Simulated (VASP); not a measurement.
A run of VASP 6.6.1 is set up as follows.

File INCAR:

```
PREC = Accurate
ENCUT = 520
EDIFF = 1E-7
ISMEAR = 0
SIGMA = 0.05
LREAL = F
LASPH = T
NELM = 60
ALGO = Normal
ISIF = 2
LWAVE = F
LCHARG = T
GGA = PE
LELF = T
LVHAR = T
NBANDS = 25
```

The input KPOINTS:

```
regular mesh
0
Gamma
  6 6 8
```

The input POSCAR:

```
SiO2
1.0
    4.2358788266      0.0000000000      0.0000000000
    0.0000000000      4.1371828499      0.0000000000
    0.0000000000      0.0000000000      2.6897743046
Si O
2 4
Direct
    0.5000000000      0.5000000000      0.5000000000
    0.0000000000      0.0000000000      0.0000000000
    0.7116424844      0.6743831010      0.0000000000
    0.2116424844      0.8256168990      0.5000000000
    0.2883575156      0.3256168990      0.0000000000
    0.7883575156      0.1743831010      0.5000000000
```

Potentials or basis: VASP PAW PBE potentials, release 64 (Si, O).

Command:

```sh
$ cat potpaw_PBE.64/Si/POTCAR potpaw_PBE.64/O/POTCAR > POTCAR
$ mpirun -np 1 vasp_std > vasp.out
```

(1) What does it give for the pressure?

(2) Estimate the largest force.

(3) Estimate the band gap on the k mesh.

## Answers

(1) 6.0 GPa.

(2) 0.417 eV/Å.

(3) 5.37 eV.

Caveat: the cell differs from its parent crystal (atoms displaced along a vibrational mode, the cell strained); the stress differs along the axes, from -2 to 15 GPa.
